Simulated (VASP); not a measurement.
Here is a VASP 6.6.1 calculation.

The input INCAR:

```
SYSTEM = Al3Ni2
PREC = Accurate ; ENCUT = 520
EDIFF = 1E-7 ; ISMEAR = 0
SIGMA = 0.1 ; LREAL = .False.
LASPH = .True. ; NELM = 80
ALGO = Fast ; ISIF = 2
LWAVE = .False. ; LCHARG = .False.
GGA = PS ; NBANDS = 22
```

File KPOINTS:

```
Automatic mesh
0
Gamma
  12 12 8
  0 0 0
```

File POSCAR:

```
Al3Ni2
1.0
    4.0431710412      0.0000000000      0.0000000000
   -2.0215855206      3.5014888336      0.0000000000
    0.0000000000      0.0000000000      4.9080592600
Al Ni
3 2
Direct
    0.0000000000      0.0000000000      0.0000000000
    0.3333333333      0.6666666667      0.6484280337
    0.6666666667      0.3333333333      0.3515719663
    0.3333333333      0.6666666667      0.1451431366
    0.6666666667      0.3333333333      0.8548568634
```

Potentials or basis: VASP PAW PBE potentials, release 64 (Al, Ni).

Run with:

```sh
$ cat potpaw_PBE.64/Al/POTCAR potpaw_PBE.64/Ni/POTCAR > POTCAR
$ mpirun -np 1 vasp_std > vasp.out
```

(1) Estimate the largest force.

(2) What does it give for the pressure?

Answers

(1) 0.012 eV/Å.

(2) -3.9 GPa.

Caveat: the cell differs from its parent crystal (equal strain along all axes, cell held: +1.0 %, then relaxed in part); the PAW data sets were made with another functional, which shifts forces and pressure a little.
